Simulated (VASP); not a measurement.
# B2P3 (Pm-3m) in VASP: a series of runs, part 2 of 4

VASP 6.6.1. Earlier steps stand in the parts before.

## Step 3: Single point, PBE

This run uses another cell than the first one, of 15.16 Å³/atom, 1.186 times its volume.

INCAR

```
ALGO     = Normal         # electronic algorithm
EDIFF    = 1E-6           # SCF threshold, eV
ENCUT    = 520            # plane-wave cutoff, eV
GGA      = PE             # functional
ISIF     = 2              # what is computed and relaxed
ISMEAR   = 0              # smearing method
LASPH    = T              # aspherical terms in the spheres
LCHARG   = F              # write CHGCAR
LREAL    = F              # projectors in reciprocal space
LWAVE    = F              # write WAVECAR
NBANDS   = 18             # bands
NELM     = 100            # most SCF steps
PREC     = Accurate       # precision mode
SIGMA    = 0.1            # smearing width, eV
```

KPOINTS

```
k-points
0
Gamma
  4 4 4
```

POSCAR

```
B2P3
1.0
    4.2322495900      0.0000000000      0.0000000000
    0.0000000000      4.2322495900      0.0000000000
    0.0000000000      0.0000000000      4.2322495900
B P
2 3
Direct
    0.5000000000      0.5000000000      0.5000000000
    0.0000000000      0.0000000000      0.0000000000
    0.5000000000      0.0000000000      0.0000000000
    0.0000000000      0.5000000000      0.0000000000
    0.0000000000      0.0000000000      0.5000000000
```

Potentials or basis: VASP PAW PBE potentials, release 64 (B, P).

Started as:

```console
cat potpaw_PBE.64/B/POTCAR potpaw_PBE.64/P/POTCAR > POTCAR
mpirun -np 1 vasp_std > vasp.out
```

OUTCAR:

```text
EDIFF = 1E-6
   ENCUT = 520
   GGA = PE
   ISIF = 2
   ISMEAR = 0
   LASPH = T
   LREAL = F
   NELM = 100
   PREC = Accurate

 ion  position               nearest neighbor table
   1  0.500  0.500  0.500-
   2  0.000  0.000  0.000-   3 2.12   4 2.12   5 2.12   5 2.12   4 2.12   3 2.12
   3  0.500  0.000  0.000-   2 2.12   2 2.12
   4  0.000  0.500  0.000-   2 2.12   2 2.12
   5  0.000  0.000  0.500-   2 2.12   2 2.12

  LATTYP: Found a simple cubic cell.
 ALAT       =     4.2322495900

  Lattice vectors:

 A1 = (   4.2322495900,   0.0000000000,   0.0000000000)
 A2 = (   0.0000000000,   4.2322495900,   0.0000000000)
 A3 = (   0.0000000000,   0.0000000000,   4.2322495900)

Analysis of symmetry for initial positions (statically):
=====================================================================
 Subroutine PRICEL returns:
 Original cell was already a primitive cell.

 Routine SETGRP: Setting up the symmetry group for a
 simple cubic supercell.

 Subroutine GETGRP returns: Found 48 space group operations
 (whereof 48 operations were pure point group operations)
 out of a pool of 48 trial point group operations.

The static configuration has the point symmetry O_h .

Analysis of symmetry for dynamics (positions and initial velocities):
=====================================================================
 Subroutine PRICEL returns:
 Original cell was already a primitive cell.

 Routine SETGRP: Setting up the symmetry group for a
 simple cubic supercell.

 Subroutine GETGRP returns: Found 48 space group operations
 (whereof 48 operations were pure point group operations)
 out of a pool of 48 trial point group operations.

[... 107 lines left out ...]
   EFERMI_NEDOS =   21; number of points for ismear=-14 and -15
   IALGO  =     38    algorithm
   IMIX   =      4    mixing-type and parameters
     AMIX     =   0.40;   BMIX     =  1.00
     AMIX_MAG =   1.60;   BMIX_MAG =  1.00
  volume/ion in A,a.u.               =      15.16       102.32
  Fermi-wavevector in a.u.,A,eV,Ry     =   1.067194  2.016704 15.495713  1.138903
  Thomas-Fermi vector in A             =   2.202802
   LORBIT       =      0    0 simple, 1 ext, 2 COOP (PROOUT), +10 PAW based schemes
   GGA     = PE    functional components
   LHFCALC =     F    Hartree Fock is set to
   AEXX    =    0.0000 exact exchange contribution
   IVDW    =     0    specifies the selected vdW correction
   LEPSILON=     F    determine dielectric tensor
   LRPA    =     F    only Hartree local field effects (RPA)
 non-spin polarized calculation
 Gauss-broadening in eV      SIGMA  =   0.10
  energy-cutoff  :      520.00
  volume of cell :       75.81
 maximum number of plane-waves:      2064
 NGX is ok and might be reduce to    32
   NGX = 15   NGY = 15   NGZ = 15

 number of electron      21.0000000 magnetization

 Free energy of the ion-electron system (eV)
  ---------------------------------------------------
  ext. energy  EPLUGINS =         0.00000000
  ---------------------------------------------------
  free energy    TOTEN  =       -22.31255274 eV

  energy without entropy =      -22.29837262  energy(sigma->0) =      -22.30546268

 E-fermi :   5.4877     XC(G=0): -10.4056

 val. band max:        5.4562346507   @ k =   0.2500   0.0000   0.0000
 cond. band min:       5.6999093935   @ k =   0.2500   0.2500   0.2500
 fundamental gap:      0.2436747428
 Fermi energy:         5.4876961560

 k-point     1 :       0.0000    0.0000    0.0000
  band No.  band energies     occupation
      1      -8.8133      2.00000
      2      -2.3920      2.00000
      3      -2.3920      2.00000
      4      -0.7283      2.00000
      5      -0.7283      2.00000
      6      -0.7283      2.00000
[... 187 lines left out ...]
      5       0.5545      2.00000
      6       0.5545      2.00000
[... 10 lines left out ...]
     17       9.8291      0.00000
     18       9.8291      0.00000

------------------------ aborting loop because EDIFF is reached ----------------------------------------

  FORCE on cell =-STRESS in cart. coord.  units (eV):
  Direction    XX          YY          ZZ          XY          YZ          ZX
  --------------------------------------------------------------------------------------
  -------------------------------------------------------------------------------------
  Total       -6.0454282     -6.0454282     -6.0454282     -0.0000000      0.0000000     -0.0000000
  in kB     -127.7685112   -127.7685112   -127.7685112     -0.0000000      0.0000000     -0.0000000
  external PRESSURE =    -127.7685112 kB  Pullay stress =       0.0000000 kB

 VOLUME and BASIS-vectors are now :
 -----------------------------------------------------------------------------
  energy-cutoff  :      520.00
  volume of cell :       75.81
      direct lattice vectors                 reciprocal lattice vectors
     4.232249590  0.000000000  0.000000000     0.236280961  0.000000000  0.000000000
     0.000000000  4.232249590  0.000000000     0.000000000  0.236280961  0.000000000
     0.000000000  0.000000000  4.232249590     0.000000000  0.000000000  0.236280961

 POSITION                                       TOTAL-FORCE (eV/Angst)
 -----------------------------------------------------------------------------------
      2.11612      2.11612      2.11612         0.000000      0.000000      0.000000
      0.00000      0.00000      0.00000         0.000000      0.000000      0.000000
      2.11612      0.00000      0.00000         0.000000      0.000000      0.000000
      0.00000      2.11612      0.00000         0.000000      0.000000      0.000000
      0.00000      0.00000      2.11612         0.000000      0.000000      0.000000
 -----------------------------------------------------------------------------------
    total drift:                                0.000000      0.000000     -0.000000

  FREE ENERGIE OF THE ION-ELECTRON SYSTEM (eV)
  ---------------------------------------------------
  free  energy   TOTEN  =       -22.3125527365 eV

  energy  without entropy=      -22.2983726186  energy(sigma->0) =      -22.30546268
```

OSZICAR:

```text
N       E                     dE             d eps       ncg     rms          rms(c)
DAV:   1     0.549936070549E+02    0.54994E+02   -0.88511E+03   360   0.999E+02
DAV:   2    -0.191548296252E+02   -0.74148E+02   -0.71775E+02   468   0.155E+02
DAV:   3    -0.229753376123E+02   -0.38205E+01   -0.37421E+01   456   0.336E+01
DAV:   4    -0.230271000211E+02   -0.51762E-01   -0.51704E-01   440   0.429E+00
DAV:   5    -0.230276505534E+02   -0.55053E-03   -0.55041E-03   464   0.475E-01    0.737E+00
DAV:   6    -0.223151447068E+02    0.71251E+00   -0.18913E+00   406   0.700E+00    0.361E+00
DAV:   7    -0.223157313051E+02   -0.58660E-03   -0.39672E-01   412   0.279E+00    0.167E+00
DAV:   8    -0.223125913875E+02    0.31399E-02   -0.21614E-02   398   0.809E-01    0.473E-01
DAV:   9    -0.223125223522E+02    0.69035E-04   -0.12259E-03   442   0.220E-01    0.642E-02
DAV:  10    -0.223125477656E+02   -0.25413E-04   -0.17411E-04   416   0.697E-02    0.351E-02
DAV:  11    -0.223125533945E+02   -0.56289E-05   -0.13816E-05   416   0.235E-02    0.703E-03
DAV:  12    -0.223125527365E+02    0.65805E-06   -0.38288E-06   378   0.873E-03
   1 F= -.22312553E+02 E0= -.22305463E+02  d E =-.141801E-01
```

It took 16 s on 1 thread of AMD EPYC 7R43 (Zen 3), shared host; peak memory 0.13 GiB.

Results:

```yaml
Free_energy: -22.3126 eV
Pressure: -12.8 GPa
```

Levels at points of the mesh, in eV from the Fermi level:
```tsv
k point	band 7	band 8	band 9	band 10	band 11	band 12	band 13	band 14
(0.00, 0.00, 0.00)	-5.15	-0.07	-0.07	-0.07	0.46	0.90	0.90	0.90
(0.50, 0.00, 0.00)	-3.98	-2.03	-2.03	-0.74	1.16	1.22	1.22	1.66
(0.50, 0.50, 0.00)	-1.46	-1.46	-1.05	-1.05	-0.86	0.79	2.12	2.33
(0.50, 0.50, 0.50)	-4.93	-4.93	2.31	2.31	3.25	3.25	3.25	3.80
```

Caveat: the k points lie up to 0.37 Å⁻¹ apart.

(Continued in part 3 of 4.)
